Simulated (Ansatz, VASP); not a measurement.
One calculation of Al2BAs2, two programs

INCAR

```
SYSTEM = Al2BAs2
PREC = Accurate
ENCUT = 600
EDIFF = 1E-7
ISMEAR = 0
SIGMA = 0.1
LREAL = .FALSE.
LASPH = .TRUE.
NELM = 60
ALGO = Normal
ISIF = 3
LWAVE = .FALSE.
LCHARG = .FALSE.
GGA = PE
IBRION = 2
NSW = 90
EDIFFG = -0.04
```

KPOINTS

```
Automatic mesh
0
G
  6 6 4
  0 0 0
```

File POSCAR:

```
Al2BAs2
1.0
    3.5333578700      0.0000000000      0.0000000000
    0.0000000000      3.5333578700      0.0000000000
    0.0000000000      0.0000000000      7.2522542000
Al B As
2 1 2
Direct
    0.5000000000      0.0000000000      0.1146059600
    0.0000000000      0.5000000000      0.1146059600
    0.5000000000      0.5000000000      0.2362745300
    0.5000000000      0.0000000000      0.6641332000
    0.0000000000      0.5000000000      0.6641332000
```

Input for Ansatz:

```yaml
crystal:
  lattice:
    - [3.53335787, 0.0, 0.0]
    - [0.0, 3.53335787, 0.0]
    - [0.0, 0.0, 7.2522542]
  atoms:
    - { symbol: Al, position: [0.5, 0.0, 0.11460596] }
    - { symbol: Al, position: [0.0, 0.5, 0.11460596] }
    - { symbol: B, position: [0.5, 0.5, 0.23627453] }
    - { symbol: As, position: [0.5, 0.0, 0.6641332] }
    - { symbol: As, position: [0.0, 0.5, 0.6641332] }
basis:
  ecutwfc: 420
kpoints:
  mp_grid: { grid: [6, 6, 4] }
hamiltonian:
  xc: pbe
scf:
  occupations: { method: gaussian, width: 0.1 }
  lower_state_search: "off"
output:
  forces: true
  stress: true
  eigenvalues: true
relax:
  adjacent_minimum: "off"
  f_tol: 0.04
  max_steps: 70
  cell: { stress_tol: 0.4 }
```

Alike in both runs: task relaxation of cell and atoms; functional PBE; k mesh 6 × 6 × 4; occupations gaussian, width 0.1 eV; no spin polarisation.

|  | VASP | Ansatz |
| --- | --- | --- |
| version | VASP 6.6.1 | Ansatz 0.2.0 |
| potentials or method | VASP PAW PBE potentials, release 64 (Al, B, As), cutoff 600 eV | scalar-relativistic, plane waves, PAW |
| valence electrons in the cell | 19 | 39 |

```tsv
	VASP	Ansatz	Ansatz less VASP
gap on the k mesh at the Fermi level, each at its own relaxed structure (eV)	none	none	-
relaxed volume (Å³/atom)	17.53	17.51	-0.015
relaxed length of the cell vector where the two differ most in proportion (Å)	3.945	3.942	-0.0027
```

A gap of «none» marks a metal or a gap that the smearing closes. VASP's potentials hold 19 valence electrons a cell and Ansatz's 39, so a difference there can come from the potentials and not from the codes.
